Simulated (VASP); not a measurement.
Runs of VASP 6.6.1 on NaNb2. The structure is that of space group Fm-3m (No. 225), or close to it. The cells are those of the table. 

```csv
task,cell,k mesh,cutoff (eV),gap on the mesh (eV),pressure (GPa)
relaxation of cell and atoms,"relaxed from a = 4.172 Å, angles 60.0°, 3 atoms",6 × 6 × 6,600,none,-0.1
single point,"a = 4.478 Å, angles 60.0°, 3 atoms",12 × 12 × 12,520,none,-0.1
single point,"a = 4.478 Å, angles 60.0°, 3 atoms",6 × 6 × 6,520,none,0.1
single point,"a = 4.172 Å, angles 60.0°, 3 atoms",6 × 6 × 6,520,none,(a)
```

Alike in all rows: level PBE; potentials or basis VASP PAW PBE potentials, release 64 (Na_pv, Nb_sv); no spin polarisation; smearing gaussian 0.1 eV.

**Question.** Fill in the values left out.

**Answer.** (a) 24.4.

A k mesh can miss the band edges, and the runs leave out spin-orbit coupling on Nb.

A gap of «none» marks levels without a gap at the run's occupations.
